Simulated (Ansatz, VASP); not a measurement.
**CdF2 in VASP and in Ansatz**

```
CELL_PARAMETERS angstrom
0.00000 2.69400 2.69400
2.28990 0.00000 2.69400
2.28990 2.69400 0.00000
ATOMIC_POSITIONS crystal
Cd 0.00000 0.00000 0.00000
F 0.25000 0.25000 0.25000
F 0.75000 0.75000 0.75000
```

Change from the starting cell: strain -0.1500 x Voigt [1, 0, 0, 0, 0, 0], atoms carried along.

Alike in both runs: task single point; functional r2SCAN; k mesh 8 × 8 × 8; occupations gaussian, width 0.05 eV; no spin polarisation.

```csv
,VASP,Ansatz
version,VASP 6.6.1,Ansatz 0.2.0
potentials or method,"VASP PAW PBE potentials, release 64 (Cd, F), cutoff 520 eV","scalar-relativistic, plane waves, PAW"
valence electrons in the cell,26,34
```

|  | VASP | Ansatz | Ansatz less VASP |
| --- | --- | --- | --- |
| gap on the k mesh at the Fermi level (eV) | 3.57 | 3.62 | +0.055 |
| least direct gap on the mesh (eV) | 4.16 | 4.23 | +0.065 |
| pressure (GPa) | 29.1 | 26.8 | -2.30 |
| traceless stress, the component that is largest in VASP (GPa) | 16.40 | 16.90 | +0.494 |

VASP's potentials were made for PBE, not for r2SCAN. The functional is the same, so the differences come from potentials, cutoffs and numerics. VASP's potentials hold 26 valence electrons a cell and Ansatz's 34, so a difference there can come from the potentials and not from the codes.
